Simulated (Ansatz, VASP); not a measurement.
## LiCl in VASP and in Ansatz

INCAR

```
SYSTEM = LiCl
ALGO = Normal ; EDIFF = 1E-6
ENCUT = 520 ; GGA = PE
ISIF = 2 ; ISMEAR = -1
LASPH = .TRUE. ; LCHARG = .TRUE.
LELF = .TRUE. ; LREAL = .FALSE.
LVHAR = .TRUE. ; LWAVE = .FALSE.
NBANDS = 12 ; NELM = 100
PREC = Accurate ; SIGMA = 0.02
```

KPOINTS

```
k-points
0
G
  8 8 8
  0 0 0
```

File POSCAR:

```
LiCl
1.0
    0.0000000000      2.7330425368      2.7467077495
    2.7330425368      0.0000000000      2.7467077495
    2.7330425368      2.7330425368      0.0000000000
Li Cl
1 1
Direct
    0.0000000000      0.0000000000      0.0000000000
    0.2500000000      0.2500000000      0.2500000000
```

Input for Ansatz:

```yaml
crystal:
  lattice:
    - [0.0, 2.7330425368, 2.7467077495]
    - [2.7330425368, 0.0, 2.7467077495]
    - [2.7330425368, 2.7330425368, 0.0]
  atoms:
    - { symbol: Li, position: [0.0, 0.0, 0.0] }
    - { symbol: Cl, position: [0.25, 0.25, 0.25] }
kpoints:
  mp_grid: { grid: [8, 8, 8] }
  band_path:
    path:
      - [0.0, 0.0, 0.0]
      - [-0.5, -0.5, 0.0]
      - [-0.375, -0.375, 0.25]
      - [-0.375, 0.0, 0.375]
      - [0.0, 0.0, 0.5]
      - [-0.5, -0.25, 0.25]
    npoints: 1
hamiltonian:
  xc: pbe
scf:
  occupations: { method: fermi_dirac, width: 0.02 }
  n_extra_bands: 4
output:
  forces: true
  stress: true
  eigenvalues: true
  write_density: true
  write_potential: true
  elf: true
  volumetric_format: npy
```

Change from the starting cell: uniaxial_z strain +0.5%.

Alike in both runs: task single point; functional PBE; k mesh 8 × 8 × 8; occupations fermi-dirac, width 0.02 eV; no spin polarisation.

```csv
,VASP,Ansatz
version,VASP 6.6.1,Ansatz 0.2.0
potentials or method,"VASP PAW PBE potentials, release 64 (Li_sv, Cl)","plane waves, PAW"
plane-wave cutoff (eV),520,420
valence electrons in the cell,10,10
```

```csv
,VASP,Ansatz,Ansatz less VASP
gap on the k mesh at the Fermi level (eV),6.03,6.03,-0.006
```

The functional is the same, so the differences come from potentials, cutoffs and numerics.

Noted on VASP's run: the cutoff is short for stress, so the pressure is rough.
